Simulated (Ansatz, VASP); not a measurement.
**One calculation of LiAlH3, two programs**

```
CELL_PARAMETERS angstrom
5.13917 0.00000 0.00000
0.00000 5.13917 0.00000
0.00000 0.00000 3.68641
ATOMIC_POSITIONS crystal
Li 0.00000 0.50000 0.50000
Li 0.50000 0.00000 0.50000
Al 0.50000 0.50000 0.00000
Al 0.00000 0.00000 0.00000
H 0.82384 0.32384 0.00000
H 0.67616 0.82384 0.00000
H 0.50000 0.50000 0.50000
H 0.17616 0.67616 0.00000
H 0.32384 0.17616 0.00000
H 0.00000 0.00000 0.50000
```

Alike in both runs: functional PBE; k mesh 4 × 4 × 4; occupations gaussian, width 0.1 eV; no spin polarisation.

Ansatz relaxed the structure, and its values are those at the end. VASP's run is a single point on that final structure, the one shown.

```csv
,VASP,Ansatz
version,VASP 6.6.1,Ansatz 0.2.0
potentials or method,"VASP PAW PBE potentials, release 64 (Li_sv, Al, H), cutoff 520 eV","scalar-relativistic, plane waves, PAW"
valence electrons in the cell,18,18
```

|  | VASP | Ansatz | Ansatz less VASP |
| --- | --- | --- | --- |
| gap on the k mesh at the Fermi level (eV) | none | none | - |
| rms of the force components (eV/Å) | 0.006 | 0.006 | -0.0002 |

A gap of «none» marks a metal or a gap that the smearing closes.

The k mesh is coarse, so the values compare programs but aren't converged. Noted on VASP's run: the cutoff is under 1.25 times that of the potentials, so the pressure is a little rough.
